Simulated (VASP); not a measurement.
Wanted: the native input for a VASP 6.6.1 run.

- Task: single point
- Functional: r2SCAN
- Potentials or basis: VASP PAW PBE potentials, release 64 (Si)
- Cutoff: 520 eV
- k mesh: 24 × 24 × 20
- Occupations: gaussian, width 0.15 eV
- Spin: no spin polarisation
- Dipole correction: no
- Further INCAR settings: ALGO = Normal; EDIFF = 1e-07; NBANDS = 8

Si:

```
Si
1.0
     2.75157    0.00000    0.00000
    -1.37578    2.38293    0.00000
     0.00000    0.00000    2.34304
Si
1
Direct
  0.00000 0.00000 0.00000
```

This cell differs from its parent crystal: strain +0.050 along x and y, -0.050 along z.

The input as run:

POSCAR

```
Si
1.0
    2.7515699556      0.0000000000      0.0000000000
   -1.3757849778      2.3829294819      0.0000000000
    0.0000000000      0.0000000000      2.3430366705
Si
1
Direct
    0.0000000000      0.0000000000      0.0000000000
```

INCAR.step1

```
ALGO = Normal
EDIFF = 1E-4
ENCUT = 520
GGA = PE
ISMEAR = 0
LASPH = True
LCHARG = False
LREAL = False
LWAVE = True
NBANDS = 8
NELM = 80
PREC = Accurate
SIGMA = 0.15
```

INCAR.step2

```
ALGO = Normal
EDIFF = 1E-7
ENCUT = 520
ISIF = 2
ISMEAR = 0
ISTART = 1
LASPH = True
LCHARG = False
LMIXTAU = True
LREAL = False
LWAVE = False
METAGGA = R2SCAN
NBANDS = 8
NELM = 80
PREC = Accurate
SIGMA = 0.15
```

KPOINTS

```
k-points
0
Gamma
  24 24 20
```

Potentials or basis: VASP PAW PBE potentials, release 64 (Si).

The run is started by

```sh
$ cat potpaw_PBE.64/Si/POTCAR > POTCAR
$ cp INCAR.step1 INCAR
$ mpirun -np 1 vasp_std > vasp.out
$ cp INCAR.step2 INCAR
$ mpirun -np 1 vasp_std > vasp.out
```

Results of the run:

```yaml
Pressure: -0.1 GPa
Band_gap_on_the_k_mesh: zero (bands 2 and 3 overlap by 13.24 eV)
```

Caveat: the cell differs from its parent crystal (strain +0.050 along x and y, -0.050 along z); the stress differs along the axes, from -8 to 16 GPa; the PAW data sets were made with another functional, which shifts forces and pressure a little.

It took 3.1 min on 1 thread of Intel(R) Xeon(R) Platinum 8259CL CPU @ 2.50GHz (Skylake/Cascade Lake), on a shared host, peak memory 0.18 GiB.
